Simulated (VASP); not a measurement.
# F (C2/m) in VASP: further runs

F is run at these levels: PBE; tasks: single point.

Everything below comes from runs of VASP 6.6.1. Logs are shortened: lines on timing, memory, paths and dates and some standing lists are left out, and cuts for length are marked.

**1. The cell of the first run**

Symmetry: C2/m, No. 12, monoclinic system. The conventional cell has a = 5.189 Å, b = 2.996 Å, c = 7.014 Å, α = 90.00°, β = 107.54°, γ = 90.00°. Within 1.8 Å of F (site symmetry m) lie 1 F at 1.35 Å. F (site symmetry m) has 1 F at 1.35 Å within 1.8 Å.

**2. Single point, PBE (13.00 Å³/atom)**

INCAR

```
SYSTEM = F
PREC = Accurate
ENCUT = 600
EDIFF = 1E-6
ISMEAR = 0
SIGMA = 0.01
LREAL = .FALSE.
LASPH = .TRUE.
NELM = 120
ALGO = Normal
ISIF = 2
LWAVE = .FALSE.
LCHARG = .FALSE.
GGA = PE
NBANDS = 22
GGA_COMPAT = .FALSE.
```

KPOINTS

```
regular mesh
0
G
  4 4 2
  0 0 0
```

POSCAR

```
F
1.0
    2.5944254193     -1.4980236261     -0.0113710982
    2.5944254193      1.4980236261     -0.0113710982
   -2.0841235650      0.0000000000      6.6976001980
F
4
Direct
    0.5042747577      0.5042747577      0.4047570439
    0.0825967397      0.0825967397      0.0951117768
    0.4957252423      0.4957252423      0.5952429561
    0.9174032603      0.9174032603      0.9048882232
```

Potentials or basis: VASP PAW PBE potentials, release 64 (F).

Command:

```sh
> cat potpaw_PBE.64/F/POTCAR > POTCAR
> mpirun -np 1 vasp_std > vasp.out
```

OUTCAR:

```text
SYSTEM = F
   PREC = Accurate
   ENCUT = 600
   EDIFF = 1E-6
   ISMEAR = 0
   LREAL = .FALSE.
   LASPH = .TRUE.
   NELM = 120
   ISIF = 2
   GGA = PE

 ion  position               nearest neighbor table
   1  0.504  0.504  0.405-   3 1.35
   2  0.083  0.083  0.095-   4 1.35
   3  0.496  0.496  0.595-   1 1.35
   4  0.917  0.917  0.905-   2 1.35

  LATTYP: Found a base centered monoclinic cell.
 ALAT       =     5.1889006767
 B/A-ratio  =     0.5773953750
 C/A-ratio  =     1.3518031633
 COS(beta)  =    -0.3013039584

  Lattice vectors:

 A1 = (   2.5944254193,  -1.4980236261,  -0.0113710982)
 A2 = (   2.5944254193,   1.4980236261,  -0.0113710982)
 A3 = (  -2.0841235650,   0.0000000000,   6.6976001980)

Analysis of symmetry for initial positions (statically):
=====================================================================
 Subroutine PRICEL returns:
 Original cell was already a primitive cell.

 Routine SETGRP: Setting up the symmetry group for a
 base centered monoclinic supercell.

 Subroutine GETGRP returns: Found  4 space group operations
 (whereof  4 operations were pure point group operations)
 out of a pool of  4 trial point group operations.

The static configuration has the point symmetry C_2h.

Analysis of symmetry for dynamics (positions and initial velocities):
=====================================================================
 Subroutine PRICEL returns:
 Original cell was already a primitive cell.

 Routine SETGRP: Setting up the symmetry group for a
 base centered monoclinic supercell.

 Subroutine GETGRP returns: Found  4 space group operations
 (whereof  4 operations were pure point group operations)
 out of a pool of  4 trial point group operations.

The dynamic configuration has the point symmetry C_2h.

 Subroutine INISYM returns: Found  4 space group operations
 (whereof  4 operations are pure point group operations),
 and found     1 'primitive' translations

----------------------------------------------------------------------------------------

                                     Primitive cell

  volume of cell :      51.9896

  direct lattice vectors                    reciprocal lattice vectors
     2.594425419 -1.498023626 -0.011371098     0.192984100 -0.333773107  0.060051765
     2.594425419  1.498023626 -0.011371098     0.192984100  0.333773107  0.060051765
    -2.084123565  0.000000000  6.697600198     0.000655292  0.000000000  0.149511120

  length of vectors
     2.995871717  2.995871717  7.014372349     0.390196828  0.390196828  0.149512556

  position of ions in fractional coordinates (direct lattice)
     0.504274758  0.504274758  0.404757044
     0.082596740  0.082596740  0.095111777
     0.495725242  0.495725242  0.595242956
     0.917403260  0.917403260  0.904888223

  ion indices of the primitive-cell ions
   primitive index   ion index
                 1           1
                 2           2
                 3           3
                 4           4

----------------------------------------------------------------------------------------

 KPOINTS: regular mesh

Automatic generation of k-mesh.
 Grid dimensions read from file:
 generate k-points for:    4    4    2

 Generating k-lattice:

  Cartesian coordinates                     Fractional coordinates (reciprocal lattice)
     0.048246025 -0.083443277  0.015012941     0.250000000  0.000000000 -0.000000000
     0.048246025  0.083443277  0.015012941     0.000000000  0.250000000 -0.000000000
     0.000327646  0.000000000  0.074755560     0.000000000  0.000000000  0.500000000

  Length of vectors
     0.097549207  0.097549207  0.074756278

  Shift w.r.t. Gamma in fractional coordinates (k-lattice)
     0.000000000  0.000000000  0.000000000

 Subroutine IBZKPT returns following result:
 ===========================================

 Found     14 irreducible k-points:

 Following reciprocal coordinates:
            Coordinates               Weight
  0.000000  0.000000  0.000000      1.000000
  0.250000  0.000000  0.000000      4.000000
  0.500000  0.000000  0.000000      2.000000
  0.250000  0.250000 -0.000000      2.000000
  0.500000  0.250000  0.000000      4.000000
 -0.250000  0.250000  0.000000      2.000000
  0.500000  0.500000 -0.000000      1.000000
  0.000000  0.000000  0.500000      1.000000
  0.250000 -0.000000  0.500000      4.000000
  0.500000 -0.000000  0.500000      2.000000
  0.250000  0.250000  0.500000      2.000000
  0.500000  0.250000  0.500000      4.000000
 -0.250000  0.250000  0.500000      2.000000
  0.500000  0.500000  0.500000      1.000000
   k-points           NKPTS =     14   k-points in BZ     NKDIM =     14   number of bands    NBANDS=     22
   number of dos      NEDOS =    301   number of ions     NIONS =      4
   total plane-waves  NPLWV =  32256
   dimension x,y,z NGX =    24 NGY =   24 NGZ =   56
   dimension x,y,z NGXF=    48 NGYF=   48 NGZF=  112
   ions per type =               4
   NGX,Y,Z   is equivalent  to a cutoff of  13.32, 13.32, 13.27 a.u.
   NGXF,Y,Z  is equivalent  to a cutoff of  26.64, 26.64, 26.54 a.u.
 SYSTEM =  F
   PREC   = accura    normal or accurate (medium, high low for compatibility)
   ISTART =      0    job   : 0-new  1-cont  2-samecut
   ICHARG =      2    charge: 1-file 2-atom 10-const
   ISPIN  =      1    spin polarized calculation?
   LNONCOLLINEAR =      F non collinear calculations
   LSORBIT =      F    spin-orbit coupling
   LASPH  =      T    aspherical Exc in radial PAW
   ENCUT  =  600.0 eV  44.10 Ry    6.64 a.u.   5.98  5.98 14.01*2*pi/ulx,y,z
   NELM   =    120;   NELMIN=  2; NELMDL= -5     # of ELM steps
   EDIFF  = 0.1E-05   stopping-criterion for ELM
   LREAL  =      F    real-space projection
   EDIFFG = 0.1E-04   stopping-criterion for IOM
   NSW    =      0    number of steps for IOM
   IBRION =     -1    ionic relax: 0-MD 1-quasi-New 2-CG
   NFREE  =      0    steps in history (QN), initial steepest desc. (CG)
   ISIF   =      2    stress and relaxation
   ISYM   =      2    0-nonsym 1-usesym 2-fastsym
   POTIM  = 0.5000    time-step for ionic-motion
   TEBEG  =    0.0;   TEEND  =   0.0 temperature during run
   PSTRESS=    0.0 pullay stress
   NELECT =      28.0000    total number of electrons
   NUPDOWN=      -1.0000    fix difference up-down
   EMIN   =  10.00;   EMAX   =-10.00  energy-range for DOS
   EFERMI =   0.00;   METHOD = LEGACY
   ISMEAR =     0;   SIGMA  =   0.01  broadening in eV -4-tet -1-fermi 0-gaus
   EFERMI_NEDOS =   21; number of points for ismear=-14 and -15
   IALGO  =     38    algorithm
   IMIX   =      4    mixing-type and parameters
     AMIX     =   0.40;   BMIX     =  1.00
     AMIX_MAG =   1.60;   BMIX_MAG =  1.00
  volume/ion in A,a.u.               =      13.00        87.71
  Fermi-wavevector in a.u.,A,eV,Ry     =   1.331952  2.517025 24.138060  1.774097
  Thomas-Fermi vector in A             =   2.460924
   LORBIT       =      0    0 simple, 1 ext, 2 COOP (PROOUT), +10 PAW based schemes
   GGA     = PE    functional components
   LHFCALC =     F    Hartree Fock is set to
   AEXX    =    0.0000 exact exchange contribution
   IVDW    =     0    specifies the selected vdW correction
   LEPSILON=     F    determine dielectric tensor
   LRPA    =     F    only Hartree local field effects (RPA)
 non-spin polarized calculation
 Gauss-broadening in eV      SIGMA  =   0.01
  energy-cutoff  :      600.00
  volume of cell :       51.99
 maximum number of plane-waves:      1756
   NGX = 11   NGY = 11   NGZ = 27

 number of electron      28.0000006 magnetization

 Free energy of the ion-electron system (eV)
  ---------------------------------------------------
  ext. energy  EPLUGINS =         0.00000000
  ---------------------------------------------------
  free energy    TOTEN  =        -6.94846321 eV

  energy without entropy =       -6.94846321  energy(sigma->0) =       -6.94846321

 E-fermi :  -3.5311     XC(G=0):  -8.5427

 val. band max:       -3.7093156909   @ k =   0.5000   0.5000  -0.0000
 cond. band min:      -0.4488099055   @ k =   0.0000   0.0000   0.0000
 fundamental gap:      3.2605057854
 Fermi energy:        -3.5311016246

 k-point     1 :       0.0000    0.0000    0.0000
  band No.  band energies     occupation
      1     -30.1603      2.00000
      2     -29.9943      2.00000
      3     -22.6363      2.00000
      4     -22.0868      2.00000
      5     -11.3246      2.00000
      6     -10.1185      2.00000
[... 14 lines left out ...]
     21      16.2929      0.00000
     22      20.1566      0.00000

 k-point     2 :       0.2500    0.0000    0.0000
  band No.  band energies     occupation
      1     -30.0567      2.00000
      2     -29.9257      2.00000
      3     -22.4929      2.00000
      4     -22.1055      2.00000
      5     -11.1339      2.00000
      6     -10.2520      2.00000
[... 14 lines left out ...]
     21      15.5703      0.00000
     22      16.6315      0.00000

 k-point     3 :       0.5000    0.0000    0.0000
  band No.  band energies     occupation
      1     -29.9446      2.00000
      2     -29.8619      2.00000
      3     -22.2628      2.00000
      4     -22.2100      2.00000
      5     -10.6885      2.00000
      6     -10.6470      2.00000
[... 14 lines left out ...]
     21      13.9001      0.00000
     22      14.3831      0.00000

 k-point     4 :       0.2500    0.2500   -0.0000
  band No.  band energies     occupation
      1     -30.0396      2.00000
      2     -29.9273      2.00000
      3     -22.4656      2.00000
      4     -22.1744      2.00000
      5     -11.0680      2.00000
      6     -10.3862      2.00000
[... 14 lines left out ...]
     21      15.3242      0.00000
     22      16.0105      0.00000

 k-point     5 :       0.5000    0.2500    0.0000
  band No.  band energies     occupation
      1     -29.9367      2.00000
      2     -29.8536      2.00000
      3     -22.2854      2.00000
      4     -22.2285      2.00000
      5     -10.7261      2.00000
      6     -10.6214      2.00000
[... 14 lines left out ...]
     21      13.8930      0.00000
     22      15.4545      0.00000

 k-point     6 :      -0.2500    0.2500    0.0000
  band No.  band energies     occupation
      1     -29.9562      2.00000
      2     -29.8502      2.00000
      3     -22.3616      2.00000
      4     -22.1087      2.00000
      5     -10.9256      2.00000
      6     -10.3588      2.00000
[... 14 lines left out ...]
     21      13.9932      0.00000
     22      15.3872      0.00000

 k-point     7 :       0.5000    0.5000   -0.0000
  band No.  band energies     occupation
      1     -29.9282      2.00000
      2     -29.8449      2.00000
      3     -22.3060      2.00000
      4     -22.2500      2.00000
      5     -10.7247      2.00000
      6     -10.6369      2.00000
[... 14 lines left out ...]
     21      14.2208      0.00000
     22      16.0858      0.00000

 k-point     8 :       0.0000    0.0000    0.5000
  band No.  band energies     occupation
      1     -30.1193      2.00000
      2     -30.0382      2.00000
      3     -22.3938      2.00000
      4     -22.3402      2.00000
      5     -10.7744      2.00000
      6     -10.7222      2.00000
[... 14 lines left out ...]
     21      20.3192      0.00000
     22      20.4094      0.00000

 k-point     9 :       0.2500   -0.0000    0.5000
  band No.  band energies     occupation
      1     -30.0390      2.00000
      2     -29.9445      2.00000
      3     -22.3939      2.00000
      4     -22.2089      2.00000
      5     -10.8856      2.00000
      6     -10.5073      2.00000
[... 14 lines left out ...]
     21      15.3163      0.00000
     22      15.9595      0.00000

 k-point    10 :       0.5000   -0.0000    0.5000
  band No.  band energies     occupation
      1     -29.9556      2.00000
      2     -29.8504      2.00000
      3     -22.3601      2.00000
      4     -22.1110      2.00000
      5     -10.8840      2.00000
      6     -10.3650      2.00000
[... 14 lines left out ...]
     21      13.7735      0.00000
     22      15.9518      0.00000

 k-point    11 :       0.2500    0.2500    0.5000
  band No.  band energies     occupation
      1     -30.0372      2.00000
      2     -29.9298      2.00000
      3     -22.4518      2.00000
      4     -22.1889      2.00000
      5     -11.0210      2.00000
      6     -10.4245      2.00000
[... 14 lines left out ...]
     21      15.1293      0.00000
     22      16.0414      0.00000

 k-point    12 :       0.5000    0.2500    0.5000
  band No.  band energies     occupation
      1     -29.9429      2.00000
      2     -29.8472      2.00000
      3     -22.3488      2.00000
      4     -22.1641      2.00000
      5     -10.8826      2.00000
      6     -10.4670      2.00000
[... 14 lines left out ...]
     21      13.7370      0.00000
     22      15.2138      0.00000

 k-point    13 :      -0.2500    0.2500    0.5000
  band No.  band energies     occupation
      1     -29.9449      2.00000
      2     -29.8621      2.00000
      3     -22.2628      2.00000
      4     -22.2098      2.00000
      5     -10.6617      2.00000
      6     -10.6277      2.00000
[... 14 lines left out ...]
     21      14.2703      0.00000
     22      14.5298      0.00000

 k-point    14 :       0.5000    0.5000    0.5000
  band No.  band energies     occupation
      1     -29.9281      2.00000
      2     -29.8451      2.00000
      3     -22.3026      2.00000
      4     -22.2527      2.00000
      5     -10.7543      2.00000
      6     -10.7187      2.00000
[... 14 lines left out ...]
     21      13.2200      0.00000
     22      13.5767      0.00000

------------------------ aborting loop because EDIFF is reached ----------------------------------------

  FORCE on cell =-STRESS in cart. coord.  units (eV):
  Direction    XX          YY          ZZ          XY          YZ          ZX
  --------------------------------------------------------------------------------------
  -------------------------------------------------------------------------------------
  Total        1.8441756      0.7880337      8.4744332      0.0000000      0.0000000      0.0851953
  in kB       56.8324671     24.2850510    261.1589362      0.0000000      0.0000000      2.6254863
  external PRESSURE =     114.0921514 kB  Pullay stress =       0.0000000 kB

 VOLUME and BASIS-vectors are now :
 -----------------------------------------------------------------------------
  energy-cutoff  :      600.00
  volume of cell :       51.99
      direct lattice vectors                 reciprocal lattice vectors
     2.594425419 -1.498023626 -0.011371098     0.192984100 -0.333773107  0.060051765
     2.594425419  1.498023626 -0.011371098     0.192984100  0.333773107  0.060051765
    -2.084123565  0.000000000  6.697600198     0.000655292  0.000000000  0.149511120

 POSITION                                       TOTAL-FORCE (eV/Angst)
 -----------------------------------------------------------------------------------
      1.77304      0.00000      2.69943         1.055325      0.000000     -3.042674
      0.23036      0.00000      0.63514         1.091548      0.000000      3.031162
      1.33168      0.00000      3.97543        -1.055325      0.000000      3.042674
      2.87437      0.00000      6.03972        -1.091548      0.000000     -3.031162
 -----------------------------------------------------------------------------------
    total drift:                               -0.000000      0.000000      0.000000

  FREE ENERGIE OF THE ION-ELECTRON SYSTEM (eV)
  ---------------------------------------------------
  free  energy   TOTEN  =        -6.9484632128 eV

  energy  without entropy=       -6.9484632128  energy(sigma->0) =       -6.94846321
```

Run time: 13 s. Hardware: 1 thread of Intel Xeon 8259CL, shared host; peak memory 0.14 GiB.

What came out:

```
Free energy            : -6.9485 eV
Pressure               : 11.4 GPa
Largest force          : 3.222 eV/Å
Band gap on the k mesh : 3.26 eV (least direct gap 3.32 eV)
```

Forces in eV/Å, atoms in the order of the input:
```
F    1.055  0.000 -3.043
F    1.092  0.000  3.031
F   -1.055  0.000  3.043
F   -1.092  0.000 -3.031
```

Stress tensor (GPa, compression positive):
```
 5.68  0.00  0.26
 0.00  2.43  0.00
 0.26  0.00 26.12
```

Caveat: the k points lie up to 0.61 Å⁻¹ apart; this functional lacks dispersion, which holds the molecules together, so the pressure and a relaxed volume are unreliable; forces of over 1 eV/Å act on the atoms, so gaps and moduli don't describe the material at rest.

**3. Single point, PBE (13.72 Å³/atom)**

This run uses another cell than the first one, of 13.72 Å³/atom.

INCAR

```
SYSTEM = F
ALGO = Normal
EDIFF = 1E-6
ENCUT = 600
GGA = PE
GGA_COMPAT = .False.
ISIF = 2
ISMEAR = 0
LASPH = .True.
LCHARG = .True.
LELF = .True.
LREAL = .False.
LVHAR = .True.
LWAVE = .False.
NBANDS = 22
NELM = 120
PREC = Accurate
SIGMA = 0.01
```

KPOINTS

```
k-points
0
Gamma
  4 4 2
  0 0 0
```

POSCAR

```
F
1.0
    2.6416070970     -1.5252663703     -0.0115778906
    2.6416070970      1.5252663703     -0.0115778906
   -2.1220250000      0.0000000000      6.8194013535
F
4
Direct
    0.5042747577      0.5042747577      0.4047570439
    0.0825967397      0.0825967397      0.0951117768
    0.4957252423      0.4957252423      0.5952429561
    0.9174032603      0.9174032603      0.9048882232
```

Potentials or basis: VASP PAW PBE potentials, release 64 (F).

Command:

```sh
> cat potpaw_PBE.64/F/POTCAR > POTCAR
> mpirun -np 1 vasp_std > vasp.out
```

OUTCAR:

```text
SYSTEM = F
   EDIFF = 1E-6
   ENCUT = 600
   GGA = PE
   ISIF = 2
   ISMEAR = 0
   LASPH = .True.
   LREAL = .False.
   NELM = 120
   PREC = Accurate

 ion  position               nearest neighbor table
   1  0.504  0.504  0.405-   3 1.37
   2  0.083  0.083  0.095-   4 1.38
   3  0.496  0.496  0.595-   1 1.37
   4  0.917  0.917  0.905-   2 1.38

[... 537 lines left out ...]

  FORCE on cell =-STRESS in cart. coord.  units (eV):
  Direction    XX          YY          ZZ          XY          YZ          ZX
  --------------------------------------------------------------------------------------
  -------------------------------------------------------------------------------------
  Total        1.2593598      0.5808342      5.3792901      0.0000000      0.0000000      0.0505481
  in kB       36.7674041     16.9576373    157.0500570      0.0000000      0.0000000      1.4757682
  external PRESSURE =      70.2583661 kB  Pullay stress =       0.0000000 kB

 VOLUME and BASIS-vectors are now :
 -----------------------------------------------------------------------------
  energy-cutoff  :      600.00
  volume of cell :       54.88
      direct lattice vectors                 reciprocal lattice vectors
     2.641607097 -1.525266370 -0.011577891     0.189537216 -0.327811594  0.058979182
     2.641607097  1.525266370 -0.011577891     0.189537216  0.327811594  0.058979182
    -2.122025000  0.000000000  6.819401353     0.000643588  0.000000000  0.146840706

 POSITION                                       TOTAL-FORCE (eV/Angst)
 -----------------------------------------------------------------------------------
      1.80529      0.00000      2.74852         0.654451      0.000000     -1.906997
      0.23455      0.00000      0.64669         0.678680      0.000000      1.905399
      1.35590      0.00000      4.04772        -0.654451      0.000000      1.906997
      2.92664      0.00000      6.14955        -0.678680      0.000000     -1.905399
 -----------------------------------------------------------------------------------
    total drift:                               -0.000000      0.000000      0.000000

  FREE ENERGIE OF THE ION-ELECTRON SYSTEM (eV)
  ---------------------------------------------------
  free  energy   TOTEN  =        -7.1239451131 eV

  energy  without entropy=       -7.1239451131  energy(sigma->0) =       -7.12394511
```

stdout:

```text
POSCAR found type information on POSCAR F
 POSCAR found :  1 types and       4 ions
 scaLAPACK will be used
 LDA part: xc-table for (Slater+PW92), standard interpolation
 POSCAR, INCAR and KPOINTS ok, starting setup
 FFT: planning ... GRIDC
 FFT: planning ... GRID_SOFT
 FFT: planning ... GRID
 WAVECAR not read
 entering main loop
```

Run time: 16 s. Hardware: 1 thread of Intel Xeon 8259CL, shared host; peak memory 0.14 GiB.

What came out:

```yaml
Free_energy: -7.1239 eV
Pressure: 7.0 GPa
Largest_force: 2.023 eV/Å
Band_gap_on_the_k_mesh: 3.00 eV (least direct gap 3.05 eV)
```

Forces on the atoms (eV/Å):
```
F    0.654  0.000 -1.907
F    0.679  0.000  1.905
F   -0.654  0.000  1.907
F   -0.679  0.000 -1.905
```

Caveat: the k points lie up to 0.60 Å⁻¹ apart; this functional lacks dispersion, which holds the molecules together, so the pressure and a relaxed volume are unreliable; forces of over 1 eV/Å act on the atoms, so gaps and moduli don't describe the material at rest.
